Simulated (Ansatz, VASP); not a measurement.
## Two plane-wave programs on BaF2

```
CELL_PARAMETERS angstrom
0.00000 3.05570 3.05570
3.05570 0.00000 3.05570
3.05570 3.05570 0.00000
ATOMIC_POSITIONS crystal
Ba 0.00000 0.00000 0.00000
F 0.25000 0.25000 0.25000
F 0.75000 0.75000 0.75000
```

Alike in both runs: functional r2SCAN; k mesh 8 × 8 × 8; occupations fermi-dirac, width 0.02 eV; no spin polarisation.

Ansatz relaxed the structure, and its values are those at the end. VASP's run is a single point on that final structure, the one shown.

|  | VASP | Ansatz |
| --- | --- | --- |
| version | VASP 6.6.1 | Ansatz 0.2.0 |
| potentials or method | VASP PAW PBE potentials, release 64 (Ba_sv, F), cutoff 660 eV | PAW plane waves |
| valence electrons in the cell | 24 | 24 |

|  | VASP | Ansatz | Ansatz less VASP |
| --- | --- | --- | --- |
| gap on the k mesh at the Fermi level (eV) | 7.51 | 7.59 | +0.078 |
| pressure (GPa) | 3.8 | 2.7 | -1.08 |

VASP's potentials were made for PBE, not for r2SCAN. Ansatz's warnings: stress scf threshold loose.

Neither program's run includes spin-orbit coupling.
